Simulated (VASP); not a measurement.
# Rb3Sn (Fm-3m) in VASP: notebook

The runs below take Rb3Sn through single point, with PBE.

Program: VASP 6.6.1. These are calculated values, not measurements. Logs are shortened: lines on timing, memory, paths and dates and some standing lists are left out, and cuts for length are marked.

### 1 The cell of the first run

It takes space group Fm-3m (No. 225, cubic). The conventional cell has a = 9.127 Å, b = 9.127 Å, c = 9.127 Å, α = 90.00°, β = 90.00°, γ = 90.00°. Sn (site symmetry m-3m) has 14 Rb at 3.95 to 4.56 Å within 5.2 Å. Within 5.2 Å of Rb (site symmetry m-3m) lie 8 Rb at 3.95 Å and 6 Sn at 4.56 Å. Within 5.2 Å of Rb (site symmetry -43m) lie 10 Rb at 3.95 to 4.56 Å and 4 Sn at 3.95 Å.

### 2 Single point, PBE

File INCAR:

```
PREC = Accurate ; ENCUT = 520
EDIFF = 1E-7 ; ISMEAR = -1
SIGMA = 0.05 ; LREAL = False
LASPH = True ; NELM = 100
ALGO = Normal ; ISIF = 2
LWAVE = False ; LCHARG = True
GGA = PE ; LELF = True
LVHAR = True ; NBANDS = 28
```

File KPOINTS:

```
Automatic mesh
0
Gamma
  5 5 5
```

File POSCAR:

```
Rb3Sn
1.0
    0.0000000000      4.5634841727      4.5634841727
    4.5634841727      0.0000000000      4.5634841727
    4.5634841727      4.5634841727      0.0000000000
Sn Rb
1 3
Direct
    0.0000000000      0.0000000000      0.0000000000
    0.5000000000      0.5000000000      0.5000000000
    0.7500000000      0.7500000000      0.7500000000
    0.2500000000      0.2500000000      0.2500000000
```

Potentials or basis: VASP PAW PBE potentials, release 64 (Sn_d, Rb_sv).

On the command line:

```console
cat potpaw_PBE.64/Sn_d/POTCAR potpaw_PBE.64/Rb_sv/POTCAR > POTCAR
mpirun -np 1 vasp_std > vasp.out
```

OUTCAR:

```text
PREC = Accurate
   ENCUT = 520
   EDIFF = 1E-7
   ISMEAR = -1
   LREAL = False
   LASPH = True
   NELM = 100
   ISIF = 2
   GGA = PE

 ion  position               nearest neighbor table
   1  0.000  0.000  0.000-   3 3.95   3 3.95   3 3.95   4 3.95   4 3.95   4 3.95   4 3.95   3 3.95
                             2 4.56   2 4.56   2 4.56   2 4.56   2 4.56   2 4.56
   2  0.500  0.500  0.500-   4 3.95   4 3.95   4 3.95   3 3.95   3 3.95   3 3.95   4 3.95   3 3.95
                             1 4.56   1 4.56   1 4.56   1 4.56   1 4.56   1 4.56
   3  0.750  0.750  0.750-   2 3.95   2 3.95   2 3.95   1 3.95   1 3.95   1 3.95   2 3.95   1 3.95
                             4 4.56   4 4.56   4 4.56   4 4.56   4 4.56   4 4.56
   4  0.250  0.250  0.250-   1 3.95   1 3.95   1 3.95   2 3.95   2 3.95   2 3.95   2 3.95   1 3.95
                             3 4.56   3 4.56   3 4.56   3 4.56   3 4.56   3 4.56

  LATTYP: Found a face centered cubic cell.
 ALAT       =     9.1269683454

  Lattice vectors:

 A1 = (   0.0000000000,   4.5634841727,   4.5634841727)
 A2 = (   4.5634841727,   0.0000000000,   4.5634841727)
 A3 = (   4.5634841727,   4.5634841727,   0.0000000000)

Analysis of symmetry for initial positions (statically):
=====================================================================
 Subroutine PRICEL returns:
 Original cell was already a primitive cell.

 Routine SETGRP: Setting up the symmetry group for a
 face centered cubic supercell.

 Subroutine GETGRP returns: Found 48 space group operations
 (whereof 48 operations were pure point group operations)
 out of a pool of 48 trial point group operations.

The static configuration has the point symmetry O_h .

Analysis of symmetry for dynamics (positions and initial velocities):
=====================================================================
 Subroutine PRICEL returns:
 Original cell was already a primitive cell.

 Routine SETGRP: Setting up the symmetry group for a
 face centered cubic supercell.

 Subroutine GETGRP returns: Found 48 space group operations
 (whereof 48 operations were pure point group operations)
 out of a pool of 48 trial point group operations.

The dynamic configuration has the point symmetry O_h .

 Subroutine INISYM returns: Found 48 space group operations
 (whereof 48 operations are pure point group operations),
 and found     1 'primitive' translations

----------------------------------------------------------------------------------------

                                     Primitive cell

[... 79 lines left out ...]
   EDIFF  = 0.1E-06   stopping-criterion for ELM
   LREAL  =      F    real-space projection
   EDIFFG = 0.1E-05   stopping-criterion for IOM
   NSW    =      0    number of steps for IOM
   IBRION =     -1    ionic relax: 0-MD 1-quasi-New 2-CG
   NFREE  =      0    steps in history (QN), initial steepest desc. (CG)
   ISIF   =      2    stress and relaxation
   ISYM   =      2    0-nonsym 1-usesym 2-fastsym
   POTIM  = 0.5000    time-step for ionic-motion
   TEBEG  =    0.0;   TEEND  =   0.0 temperature during run
   PSTRESS=    0.0 pullay stress
   NELECT =      41.0000    total number of electrons
   NUPDOWN=      -1.0000    fix difference up-down
   EMIN   =  10.00;   EMAX   =-10.00  energy-range for DOS
   EFERMI =   0.00;   METHOD = LEGACY
   ISMEAR =    -1;   SIGMA  =   0.05  broadening in eV -4-tet -1-fermi 0-gaus
   EFERMI_NEDOS =   21; number of points for ismear=-14 and -15
   IALGO  =     38    algorithm
   IMIX   =      4    mixing-type and parameters
     AMIX     =   0.40;   BMIX     =  1.00
     AMIX_MAG =   1.60;   BMIX_MAG =  1.00
  volume/ion in A,a.u.               =      47.52       320.67
  Fermi-wavevector in a.u.,A,eV,Ry     =   0.981815  1.855361 13.115476  0.963960
  Thomas-Fermi vector in A             =   2.112850
   LORBIT       =      0    0 simple, 1 ext, 2 COOP (PROOUT), +10 PAW based schemes
   GGA     = PE    functional components
   LHFCALC =     F    Hartree Fock is set to
   AEXX    =    0.0000 exact exchange contribution
   IVDW    =     0    specifies the selected vdW correction
   LEPSILON=     F    determine dielectric tensor
   LRPA    =     F    only Hartree local field effects (RPA)
 non-spin polarized calculation
  energy-cutoff  :      520.00
  volume of cell :      190.07
 maximum number of plane-waves:      5132
   NGX = 23   NGY = 23   NGZ = 23

 number of electron      40.9999992 magnetization

 Free energy of the ion-electron system (eV)
  ---------------------------------------------------
  ext. energy  EPLUGINS =         0.00000000
  ---------------------------------------------------
  free energy    TOTEN  =        -6.60584848 eV

  energy without entropy =       -6.53492603  energy(sigma->0) =       -6.57038725

 E-fermi :   1.6018     XC(G=0):  -7.3775

 val. band max:        1.6002926268   @ k =   0.0000   0.0000   0.0000
 cond. band min:       1.6189977108   @ k =   0.4000   0.2000   0.0000
 fundamental gap:      0.0187050841
 Fermi energy:         1.6018049918

 k-point     1 :       0.0000    0.0000    0.0000
  band No.  band energies     occupation
      1     -27.0795      2.00000
      2     -26.3014      2.00000
      3     -26.2872      2.00000
      4     -18.8037      2.00000
      5     -18.8037      2.00000
      6     -18.8037      2.00000
[... 299 lines left out ...]
     27       5.1861      0.00000
     28       5.4941      0.00000

------------------------ aborting loop because EDIFF is reached ----------------------------------------

  FORCE on cell =-STRESS in cart. coord.  units (eV):
  Direction    XX          YY          ZZ          XY          YZ          ZX
  --------------------------------------------------------------------------------------
  -------------------------------------------------------------------------------------
  Total        0.6077961      0.6077961      0.6077961      0.0000000      0.0000000     -0.0000000
  in kB        5.1232891      5.1232891      5.1232891      0.0000000      0.0000000     -0.0000000
  external PRESSURE =       5.1232891 kB  Pullay stress =       0.0000000 kB

 VOLUME and BASIS-vectors are now :
 -----------------------------------------------------------------------------
  energy-cutoff  :      520.00
  volume of cell :      190.07
      direct lattice vectors                 reciprocal lattice vectors
     0.000000000  4.563484173  4.563484173    -0.109565407  0.109565407  0.109565407
     4.563484173  0.000000000  4.563484173     0.109565407 -0.109565407  0.109565407
     4.563484173  4.563484173  0.000000000     0.109565407  0.109565407 -0.109565407

 POSITION                                       TOTAL-FORCE (eV/Angst)
 -----------------------------------------------------------------------------------
      0.00000      0.00000      0.00000        -0.000000      0.000000     -0.000000
      4.56348      4.56348      4.56348        -0.000000      0.000000     -0.000000
      6.84523      6.84523      6.84523         0.000000      0.000000      0.000000
      2.28174      2.28174      2.28174        -0.000000     -0.000000     -0.000000
 -----------------------------------------------------------------------------------
    total drift:                               -0.000000     -0.000000     -0.000000

  FREE ENERGIE OF THE ION-ELECTRON SYSTEM (eV)
  ---------------------------------------------------
  free  energy   TOTEN  =        -6.6058484832 eV

  energy  without entropy=       -6.5349260254  energy(sigma->0) =       -6.57038725
```

stdout:

```text
POSCAR found type information on POSCAR SnRb
 POSCAR found :  2 types and       4 ions
 scaLAPACK will be used
 LDA part: xc-table for (Slater+PW92), standard interpolation
 POSCAR, INCAR and KPOINTS ok, starting setup
 FFT: planning ... GRIDC
 FFT: planning ... GRID_SOFT
 FFT: planning ... GRID
 WAVECAR not read
 entering main loop
```

Run time: 1.9 min. Hardware: 1 thread of Intel Xeon 8259CL, shared host; peak memory 0.33 GiB.

Results:

```
Free energy            : -6.6058 eV
Pressure               : 0.5 GPa
Band gap on the k mesh : zero (an odd number of electrons rules out a gap without spin polarisation)
```

Caveat: spin-orbit coupling is left out, which moves the levels of the heavy elements.

### 3 Single point, PBE

This run uses another cell than the first one, of 48.53 Å³/atom.

File INCAR:

```
SYSTEM = Rb3Sn
PREC = Accurate
ENCUT = 520
EDIFF = 1E-7
ISMEAR = -1
SIGMA = 0.05
LREAL = .False.
LASPH = .True.
NELM = 80
ALGO = Normal
ISIF = 2
LWAVE = .False.
LCHARG = .False.
GGA = PE
NBANDS = 28
```

File KPOINTS:

```
regular mesh
0
Gamma
  5 5 5
  0 0 0
```

File POSCAR:

```
Rb3Sn
1.0
    0.0000000000      4.5956224440      4.5956224440
    4.5956224440      0.0000000000      4.5956224440
    4.5956224440      4.5956224440      0.0000000000
Sn Rb
1 3
Direct
    0.0000000000      0.0000000000      0.0000000000
    0.5000000000      0.5000000000      0.5000000000
    0.7500000000      0.7500000000      0.7500000000
    0.2500000000      0.2500000000      0.2500000000
```

Potentials or basis: VASP PAW PBE potentials, release 64 (Sn_d, Rb_sv).

On the command line:

```console
cat potpaw_PBE.64/Sn_d/POTCAR potpaw_PBE.64/Rb_sv/POTCAR > POTCAR
mpirun -np 1 vasp_std > vasp.out
```

Wall time 1.8 min (1 thread of Intel Xeon 8259CL, shared host); peak memory 0.33 GiB.

Results (log left out):

| Item | Value |
| --- | --- |
| Free energy | -6.6167 eV |
| Pressure | 0.3 GPa |
| Band gap on the k mesh | zero (an odd number of electrons rules out a gap without spin polarisation) |

Levels at points of the mesh, in eV from the Fermi level:
| k point | band 16 | band 17 | band 18 | band 19 | band 20 | band 21 | band 22 | band 23 | band 24 | band 25 |
| --- | --- | --- | --- | --- | --- | --- | --- | --- | --- | --- |
| (0.00, 0.00, 0.00) | -11.97 | -11.97 | -6.05 | 0.00 | 0.00 | 0.00 | 0.18 | 1.92 | 1.92 | 3.03 |

Caveat: spin-orbit coupling is left out, which moves the levels of the heavy elements.

### 4 Single point, PBE

This run uses another cell than the first one, of 49.54 Å³/atom.

File INCAR:

```
ALGO = Normal
EDIFF = 1E-7
ENCUT = 520
GGA = PE
ISIF = 2
ISMEAR = -1
LASPH = T
LCHARG = F
LREAL = F
LWAVE = F
NBANDS = 28
NELM = 60
PREC = Accurate
SIGMA = 0.05
```

File KPOINTS:

```
k-points
0
Gamma
  5 5 5
```

File POSCAR:

```
Rb3Sn
1.0
    0.0000000000      4.6273173935      4.6273173935
    4.6273173935      0.0000000000      4.6273173935
    4.6273173935      4.6273173935      0.0000000000
Sn Rb
1 3
Direct
    0.0000000000      0.0000000000      0.0000000000
    0.5000000000      0.5000000000      0.5000000000
    0.7500000000      0.7500000000      0.7500000000
    0.2500000000      0.2500000000      0.2500000000
```

Potentials or basis: VASP PAW PBE potentials, release 64 (Sn_d, Rb_sv).

On the command line:

```console
cat potpaw_PBE.64/Sn_d/POTCAR potpaw_PBE.64/Rb_sv/POTCAR > POTCAR
mpirun -np 1 vasp_std > vasp.out
```

OUTCAR:

```text
EDIFF = 1E-7
   ENCUT = 520
   GGA = PE
   ISIF = 2
   ISMEAR = -1
   LASPH = T
   LREAL = F
   NELM = 60
   PREC = Accurate

 ion  position               nearest neighbor table
   1  0.000  0.000  0.000-   3 4.01   3 4.01   3 4.01   3 4.01   4 4.01   4 4.01   4 4.01   4 4.01
                             2 4.63   2 4.63   2 4.63   2 4.63   2 4.63   2 4.63
   2  0.500  0.500  0.500-   4 4.01   4 4.01   4 4.01   3 4.01   4 4.01   3 4.01   3 4.01   3 4.01
                             1 4.63   1 4.63   1 4.63   1 4.63   1 4.63   1 4.63
   3  0.750  0.750  0.750-   2 4.01   2 4.01   2 4.01   1 4.01   2 4.01   1 4.01   1 4.01   1 4.01
                             4 4.63   4 4.63   4 4.63   4 4.63   4 4.63   4 4.63
   4  0.250  0.250  0.250-   1 4.01   1 4.01   1 4.01   1 4.01   2 4.01   2 4.01   2 4.01   2 4.01
                             3 4.63   3 4.63   3 4.63   3 4.63   3 4.63   3 4.63

  LATTYP: Found a face centered cubic cell.
 ALAT       =     9.2546347870

  Lattice vectors:

 A1 = (   0.0000000000,   4.6273173935,   4.6273173935)
 A2 = (   4.6273173935,   0.0000000000,   4.6273173935)
 A3 = (   4.6273173935,   4.6273173935,   0.0000000000)

Analysis of symmetry for initial positions (statically):
=====================================================================
 Subroutine PRICEL returns:
 Original cell was already a primitive cell.

 Routine SETGRP: Setting up the symmetry group for a
 face centered cubic supercell.

 Subroutine GETGRP returns: Found 48 space group operations
 (whereof 48 operations were pure point group operations)
 out of a pool of 48 trial point group operations.

The static configuration has the point symmetry O_h .

Analysis of symmetry for dynamics (positions and initial velocities):
=====================================================================
 Subroutine PRICEL returns:
 Original cell was already a primitive cell.

 Routine SETGRP: Setting up the symmetry group for a
 face centered cubic supercell.
[... 111 lines left out ...]
   IALGO  =     38    algorithm
   IMIX   =      4    mixing-type and parameters
     AMIX     =   0.40;   BMIX     =  1.00
     AMIX_MAG =   1.60;   BMIX_MAG =  1.00
  volume/ion in A,a.u.               =      49.54       334.31
  Fermi-wavevector in a.u.,A,eV,Ry     =   0.968271  1.829766 12.756119  0.937548
  Thomas-Fermi vector in A             =   2.098226
   LORBIT       =      0    0 simple, 1 ext, 2 COOP (PROOUT), +10 PAW based schemes
   GGA     = PE    functional components
   LHFCALC =     F    Hartree Fock is set to
   AEXX    =    0.0000 exact exchange contribution
   IVDW    =     0    specifies the selected vdW correction
   LEPSILON=     F    determine dielectric tensor
   LRPA    =     F    only Hartree local field effects (RPA)
 non-spin polarized calculation
  energy-cutoff  :      520.00
  volume of cell :      198.16
 maximum number of plane-waves:      5354
 NGX is ok and might be reduce to    50
   NGX = 25   NGY = 25   NGZ = 25

 number of electron      41.0000005 magnetization

 Free energy of the ion-electron system (eV)
  ---------------------------------------------------
  ext. energy  EPLUGINS =         0.00000000
  ---------------------------------------------------
  free energy    TOTEN  =        -6.62312265 eV

  energy without entropy =       -6.54918946  energy(sigma->0) =       -6.58615605

 E-fermi :   1.4434     XC(G=0):  -7.2348

 val. band max:        1.4147034515   @ k =   0.2000   0.0000   0.0000
 cond. band min:       1.4523421273   @ k =   0.0000   0.0000   0.0000
 fundamental gap:      0.0376386758
 Fermi energy:         1.4433761337

 k-point     1 :       0.0000    0.0000    0.0000
  band No.  band energies     occupation
      1     -27.2621      2.00000
      2     -26.4989      2.00000
      3     -26.4870      2.00000
      4     -19.0077      2.00000
      5     -19.0077      2.00000
      6     -19.0077      2.00000
[... 299 lines left out ...]
     27       4.9783      0.00000
     28       5.2654      0.00000

------------------------ aborting loop because EDIFF is reached ----------------------------------------

  FORCE on cell =-STRESS in cart. coord.  units (eV):
  Direction    XX          YY          ZZ          XY          YZ          ZX
  --------------------------------------------------------------------------------------
  -------------------------------------------------------------------------------------
  Total        0.1936493      0.1936493      0.1936493      0.0000000      0.0000000     -0.0000000
  in kB        1.5657002      1.5657002      1.5657002      0.0000000      0.0000000     -0.0000000
  external PRESSURE =       1.5657002 kB  Pullay stress =       0.0000000 kB

 VOLUME and BASIS-vectors are now :
 -----------------------------------------------------------------------------
  energy-cutoff  :      520.00
  volume of cell :      198.16
      direct lattice vectors                 reciprocal lattice vectors
     0.000000000  4.627317394  4.627317394    -0.108053967  0.108053967  0.108053967
     4.627317394  0.000000000  4.627317394     0.108053967 -0.108053967  0.108053967
     4.627317394  4.627317394  0.000000000     0.108053967  0.108053967 -0.108053967

 POSITION                                       TOTAL-FORCE (eV/Angst)
 -----------------------------------------------------------------------------------
      0.00000      0.00000      0.00000        -0.000000      0.000000      0.000000
      4.62732      4.62732      4.62732        -0.000000     -0.000000      0.000000
      6.94098      6.94098      6.94098         0.000000      0.000000      0.000000
      2.31366      2.31366      2.31366        -0.000000     -0.000000     -0.000000
 -----------------------------------------------------------------------------------
    total drift:                               -0.000000     -0.000000     -0.000000

  FREE ENERGIE OF THE ION-ELECTRON SYSTEM (eV)
  ---------------------------------------------------
  free  energy   TOTEN  =        -6.6231226487 eV

  energy  without entropy=       -6.5491894606  energy(sigma->0) =       -6.58615605
```

stdout:

```text
POSCAR found type information on POSCAR SnRb
 POSCAR found :  2 types and       4 ions
 scaLAPACK will be used
 LDA part: xc-table for (Slater+PW92), standard interpolation
 POSCAR, INCAR and KPOINTS ok, starting setup
 FFT: planning ... GRIDC
 FFT: planning ... GRID_SOFT
 FFT: planning ... GRID
 WAVECAR not read
 entering main loop
```

Wall time 2.3 min (1 thread of Intel Xeon 8259CL, shared host); peak memory 0.36 GiB.

Results:

```yaml
Free_energy: -6.6231 eV
Pressure: 0.2 GPa
Band_gap_on_the_k_mesh: zero (an odd number of electrons rules out a gap without spin polarisation)
```

Caveat: spin-orbit coupling is left out, which moves the levels of the heavy elements.

(Part 1 of 2 ends here.)

The gap in the log of VASP goes by the Fermi energy; the results here count the filled bands.